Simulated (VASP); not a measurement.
# Bi (Im-3m) in VASP: density of states with LDA

Aim: the density of states of Bi with LDA.

Everything below comes from runs of VASP 6.6.1. Logs are shortened: lines on timing, memory, paths and dates and some standing lists are left out, and cuts for length are marked.

## 1. The cell of the first run

Symmetry: Im-3m, No. 229, cubic system. The conventional cell has a = 3.882 Å, b = 3.882 Å, c = 3.882 Å, α = 90.00°, β = 90.00°, γ = 90.00°. Within 4.4 Å of Bi (site symmetry m-3m) lie 14 Bi at 3.36 to 3.88 Å.

## 2. Density of states, LDA

The input, POSCAR:

```
Bi
1.0
   -1.9411403360      1.9411403360      1.9411403360
    1.9411403360     -1.9411403360      1.9411403360
    1.9411403360      1.9411403360     -1.9411403360
Bi
1
Direct
    0.0000000000      0.0000000000      0.0000000000
```

The input, INCAR.step1:

```
SYSTEM = Bi
PREC = Accurate ; ENCUT = 520
EDIFF = 1E-6 ; ISMEAR = 0
SIGMA = 0.1 ; LREAL = .FALSE.
LASPH = .TRUE. ; NELM = 60
ALGO = Normal ; ISIF = 2
LWAVE = .FALSE. ; LCHARG = .TRUE.
GGA = CA ; NBANDS = 14
```

The input, KPOINTS.step1:

```
Automatic mesh
0
G
  16 16 16
  0 0 0
```

The input, INCAR.step2:

```
SYSTEM = Bi
PREC = Accurate ; ENCUT = 520
EDIFF = 1E-6 ; ISMEAR = -5
SIGMA = 0.1 ; LREAL = .FALSE.
LASPH = .TRUE. ; NELM = 60
ALGO = Normal ; ISIF = 2
LWAVE = .FALSE. ; LCHARG = .FALSE.
GGA = CA ; LORBIT = 10
NEDOS = 2001 ; ICHARG = 11
```

The input, KPOINTS.step2:

```
Automatic mesh
0
G
  24 24 24
  0 0 0
```

Potentials or basis: VASP PAW LDA potentials, release 64 (Bi_d).

On the command line:

```bash
cat potpaw_LDA.64/Bi_d/POTCAR > POTCAR
cp INCAR.step1 INCAR
cp KPOINTS.step1 KPOINTS
mpirun -np 1 vasp_std > vasp.out
cp INCAR.step2 INCAR
cp KPOINTS.step2 KPOINTS
mpirun -np 1 vasp_std > vasp.out
```

OUTCAR:

```text
SYSTEM = Bi
   PREC = Accurate
   ENCUT = 520
   EDIFF = 1E-6
   ISMEAR = -5
   LREAL = .FALSE.
   LASPH = .TRUE.
   NELM = 60
   ISIF = 2
   GGA = CA
   LORBIT = 10
   ICHARG = 11

 ion  position               nearest neighbor table
   1  0.000  0.000  0.000-

  LATTYP: Found a body centered cubic cell.
 ALAT       =     3.8822806720

  Lattice vectors:

 A1 = (  -1.9411403360,   1.9411403360,   1.9411403360)
 A2 = (   1.9411403360,  -1.9411403360,   1.9411403360)
 A3 = (   1.9411403360,   1.9411403360,  -1.9411403360)

Analysis of symmetry for initial positions (statically):
=====================================================================
 Subroutine PRICEL returns:
 Original cell was already a primitive cell.

 Routine SETGRP: Setting up the symmetry group for a
 body centered cubic supercell.

 Subroutine GETGRP returns: Found 48 space group operations
 (whereof 48 operations were pure point group operations)
 out of a pool of 48 trial point group operations.

The static configuration has the point symmetry O_h .

Analysis of symmetry for dynamics (positions and initial velocities):
=====================================================================
 Subroutine PRICEL returns:
 Original cell was already a primitive cell.

 Routine SETGRP: Setting up the symmetry group for a
 body centered cubic supercell.

 Subroutine GETGRP returns: Found 48 space group operations
 (whereof 48 operations were pure point group operations)
 out of a pool of 48 trial point group operations.

The dynamic configuration has the point symmetry O_h .

 Subroutine INISYM returns: Found 48 space group operations
 (whereof 48 operations are pure point group operations),
 and found     1 'primitive' translations

----------------------------------------------------------------------------------------

                                     Primitive cell

  volume of cell :      29.2571

  direct lattice vectors                    reciprocal lattice vectors
    -1.941140336  1.941140336  1.941140336     0.000000000  0.257580552  0.257580552
     1.941140336 -1.941140336  1.941140336     0.257580552  0.000000000  0.257580552
     1.941140336  1.941140336 -1.941140336     0.257580552  0.257580552  0.000000000

  length of vectors
     3.362153687  3.362153687  3.362153687     0.364273911  0.364273911  0.364273911

  position of ions in fractional coordinates (direct lattice)
     0.000000000  0.000000000  0.000000000

  ion indices of the primitive-cell ions
   primitive index   ion index
                 1           1

----------------------------------------------------------------------------------------

 KPOINTS: Automatic mesh

Automatic generation of k-mesh.
 Grid dimensions read from file:
 generate k-points for:   24   24   24

 Generating k-lattice:

  Cartesian coordinates                     Fractional coordinates (reciprocal lattice)
     0.000000000  0.010732523  0.010732523     0.041666667  0.000000000  0.000000000
     0.010732523  0.000000000  0.010732523     0.000000000  0.041666667  0.000000000
     0.010732523  0.010732523  0.000000000     0.000000000  0.000000000  0.041666667

  Length of vectors
     0.015178080  0.015178080  0.015178080

  Shift w.r.t. Gamma in fractional coordinates (k-lattice)
     0.000000000  0.000000000  0.000000000

 TETIRR: Found  16469 inequivalent tetrahedra from    82944

 Subroutine IBZKPT returns following result:
 ===========================================

 Found    413 irreducible k-points:

 Following reciprocal coordinates:
            Coordinates               Weight
  0.000000  0.000000  0.000000      1.000000
  0.041667  0.000000  0.000000     12.000000
  0.083333  0.000000  0.000000     12.000000
  0.125000  0.000000  0.000000     12.000000
  0.166667  0.000000  0.000000     12.000000
  0.208333  0.000000  0.000000     12.000000
[... 16 lines left out ...]
  0.416667  0.041667  0.000000     48.000000
  0.458333  0.041667 -0.000000     48.000000
 [... further k-points ...]
   k-points           NKPTS =    413   k-points in BZ     NKDIM =    413   number of bands    NBANDS=     11
   number of dos      NEDOS =   2001   number of ions     NIONS =      1
   total plane-waves  NPLWV =  21952
   dimension x,y,z NGX =    28 NGY =   28 NGZ =   28
   dimension x,y,z NGXF=    56 NGYF=   56 NGZF=   56
   ions per type =               1
   NGX,Y,Z   is equivalent  to a cutoff of  13.84, 13.84, 13.84 a.u.
   NGXF,Y,Z  is equivalent  to a cutoff of  27.69, 27.69, 27.69 a.u.
 SYSTEM =  Bi
   PREC   = accura    normal or accurate (medium, high low for compatibility)
   ISTART =      0    job   : 0-new  1-cont  2-samecut
   ICHARG =     11    charge: 1-file 2-atom 10-const
   ISPIN  =      1    spin polarized calculation?
   LNONCOLLINEAR =      F non collinear calculations
   LSORBIT =      F    spin-orbit coupling
   LASPH  =      T    aspherical Exc in radial PAW
   ENCUT  =  520.0 eV  38.22 Ry    6.18 a.u.   6.25  6.25  6.25*2*pi/ulx,y,z
   NELM   =     60;   NELMIN=  2; NELMDL=  0     # of ELM steps
   EDIFF  = 0.1E-05   stopping-criterion for ELM
   LREAL  =      F    real-space projection
   EDIFFG = 0.1E-04   stopping-criterion for IOM
   NSW    =      0    number of steps for IOM
   IBRION =     -1    ionic relax: 0-MD 1-quasi-New 2-CG
   NFREE  =      0    steps in history (QN), initial steepest desc. (CG)
   ISIF   =      2    stress and relaxation
   ISYM   =      2    0-nonsym 1-usesym 2-fastsym
   POTIM  = 0.5000    time-step for ionic-motion
   TEBEG  =    0.0;   TEEND  =   0.0 temperature during run
   PSTRESS=    0.0 pullay stress
   NELECT =      15.0000    total number of electrons
   NUPDOWN=      -1.0000    fix difference up-down
   EMIN   =  10.00;   EMAX   =-10.00  energy-range for DOS
   EFERMI =   0.00;   METHOD = LEGACY
   ISMEAR =    -5;   SIGMA  =   0.10  broadening in eV -4-tet -1-fermi 0-gaus
   EFERMI_NEDOS =   21; number of points for ismear=-14 and -15
   IALGO  =     38    algorithm
   IMIX   =      4    mixing-type and parameters
     AMIX     =   0.40;   BMIX     =  1.00
     AMIX_MAG =   1.60;   BMIX_MAG =  1.00
  volume/ion in A,a.u.               =      29.26       197.44
  Fermi-wavevector in a.u.,A,eV,Ry     =   1.310273  2.476056 23.358676  1.716814
  Thomas-Fermi vector in A             =   2.440814
   LORBIT       =     10    0 simple, 1 ext, 2 COOP (PROOUT), +10 PAW based schemes
   GGA     = CA    functional components
   LHFCALC =     F    Hartree Fock is set to
   AEXX    =    0.0000 exact exchange contribution
   IVDW    =     0    specifies the selected vdW correction
   LEPSILON=     F    determine dielectric tensor
   LRPA    =     F    only Hartree local field effects (RPA)
 non-spin polarized calculation
 Fermi weights with tetrahedron method with Bloechl corrections
  energy-cutoff  :      520.00
  volume of cell :       29.26
 maximum number of plane-waves:       803
 NGX is ok and might be reduce to    28

 number of electron      15.0000005 magnetization

 Free energy of the ion-electron system (eV)
  ---------------------------------------------------
  ext. energy  EPLUGINS =         0.00000000
  ---------------------------------------------------
  free energy    TOTEN  =        -4.46676796 eV

  energy without entropy =       -4.46676796  energy(sigma->0) =       -4.46676796

 E-fermi :   8.4573     XC(G=0): -10.8270

 val. band max:        8.5561933005   @ k =  -0.2083   0.2083   0.2083
 cond. band min:       8.4285722247   @ k =   0.3333   0.2083   0.1250
 fundamental gap:     -0.1276210758
 Fermi energy:         8.4572978778

 k-point     1 :       0.0000    0.0000    0.0000
  band No.  band energies     occupation
      1     -14.5599      2.00000
      2     -14.5599      2.00000
      3     -14.5599      2.00000
      4     -14.3986      2.00000
      5     -14.3986      2.00000
      6      -5.5084      2.00000
      7      13.9740      0.00000
      8      13.9740      0.00000
      9      13.9740      0.00000
     10      18.5280      0.00000
     11      18.9992      0.00000

 k-point     2 :       0.0417    0.0000    0.0000
  band No.  band energies     occupation
      1     -14.5607      2.00000
      2     -14.5584      2.00000
      3     -14.5555      2.00000
      4     -14.3996      2.00000
      5     -14.3988      2.00000
      6      -5.4743      2.00000
      7      13.5818      0.00000
      8      13.8606      0.00000
      9      13.9401      0.00000
     10      18.5941      0.00000
     11      18.9026      0.00000

 k-point     3 :       0.0833    0.0000    0.0000
  band No.  band energies     occupation
      1     -14.5632      2.00000
      2     -14.5543      2.00000
      3     -14.5428      2.00000
      4     -14.4025      2.00000
      5     -14.3992      2.00000
      6      -5.3721      2.00000
      7      12.6424      0.00000
      8      13.5517      0.00000
      9      13.8393      0.00000
     10      17.9295      0.00000
     11      18.4615      0.00000

 k-point     4 :       0.1250    0.0000    0.0000
  band No.  band energies     occupation
      1     -14.5672      2.00000
      2     -14.5482      2.00000
      3     -14.5225      2.00000
      4     -14.4069      2.00000
      5     -14.4000      2.00000
      6      -5.2024      2.00000
      7      11.4691      0.00000
      8      13.1165      0.00000
      9      13.6763      0.00000
     10      17.2847      0.00000
     11      18.0680      0.00000

 k-point     5 :       0.1667    0.0000    0.0000
  band No.  band energies     occupation
      1     -14.5725      2.00000
      2     -14.5410      2.00000
      3     -14.4960      2.00000
      4     -14.4119      2.00000
      5     -14.4008      2.00000
      6      -4.9667      2.00000
      7      10.2184     -0.00174
      8      12.6216      0.00000
      9      13.4627      0.00000
     10      16.7155      0.00000
     11      17.6959      0.00000
[... 211 lines left out ...]
 k-point    21 :       0.3333    0.0417    0.0000
  band No.  band energies     occupation
      1     -14.5983      2.00000
      2     -14.5267      2.00000
      3     -14.4178      2.00000
      4     -14.4059      2.00000
      5     -14.3514      2.00000
      6      -3.1986      2.00000
      7       5.0289      2.00000
      8      10.4914      0.00000
      9      12.2210      0.00000
     10      15.3150      0.00000
     11      16.7526      0.00000

 k-point    22 :       0.3750    0.0417    0.0000
  band No.  band energies     occupation
      1     -14.6029      2.00000
      2     -14.5290      2.00000
      3     -14.4141      2.00000
      4     -14.4067      2.00000
      5     -14.3274      2.00000
      6      -2.7480      2.00000
      7       4.1587      2.00000
      8      10.2271      0.00000
      9      12.0593      0.00000
     10      15.1416      0.00000
     11      16.6227      0.00000

 k-point    23 :       0.4167    0.0417    0.0000
  band No.  band energies     occupation
      1     -14.6061      2.00000
      2     -14.5314      2.00000
      3     -14.4108      2.00000
      4     -14.4073      2.00000
      5     -14.3104      2.00000
      6      -2.3619      2.00000
      7       3.4907      2.00000
      8      10.0478      0.00000
      9      11.9481      0.00000
     10      15.0272      0.00000
     11      16.5355      0.00000

 k-point    24 :       0.4583    0.0417   -0.0000
  band No.  band energies     occupation
      1     -14.6078      2.00000
      2     -14.5328      2.00000
      3     -14.4088      2.00000
      4     -14.4077      2.00000
      5     -14.3016      2.00000
      6      -2.1281      2.00000
      7       3.1152      2.00000
      8       9.9573      0.00000
      9      11.8916      0.00000
     10      14.9703      0.00000
     11      16.4917      0.00000

 [... further k-points ...]
[... 5 lines left out ...]
  --------------------------------------------------------------------------------------
  -------------------------------------------------------------------------------------
  Total        0.0878006      0.0878006      0.0878006      0.0000000      0.0000000     -0.0000000
  in kB        4.8081440      4.8081440      4.8081440      0.0000000      0.0000000     -0.0000000
  external PRESSURE =       4.8081440 kB  Pullay stress =       0.0000000 kB

 VOLUME and BASIS-vectors are now :
 -----------------------------------------------------------------------------
  energy-cutoff  :      520.00
  volume of cell :       29.26
      direct lattice vectors                 reciprocal lattice vectors
    -1.941140336  1.941140336  1.941140336     0.000000000  0.257580552  0.257580552
     1.941140336 -1.941140336  1.941140336     0.257580552  0.000000000  0.257580552
     1.941140336  1.941140336 -1.941140336     0.257580552  0.257580552  0.000000000

 POSITION                                       TOTAL-FORCE (eV/Angst)
 -----------------------------------------------------------------------------------
      0.00000      0.00000      0.00000         0.000000     -0.000000      0.000000
 -----------------------------------------------------------------------------------
    total drift:                                0.000000     -0.000000     -0.000000

  FREE ENERGIE OF THE ION-ELECTRON SYSTEM (eV)
  ---------------------------------------------------
  free  energy   TOTEN  =        -4.4667679640 eV

  energy  without entropy=       -4.4667679640  energy(sigma->0) =       -4.46676796

 total charge

# of ion       s       p       d       tot
------------------------------------------
    1        1.555   1.302   9.924  12.782
```

Wall time 76 s (1 thread of Intel Xeon Platinum 8488C (Sapphire Rapids), shared host); peak memory 0.26 GiB.

What came out:

```yaml
Valence_electrons_inside_the_program's_atomic_spheres: Bi 12.78
```

Caveat: spin-orbit coupling is left out, which moves the levels of the heavy elements; tetrahedron occupations give inexact forces and stress in metals.
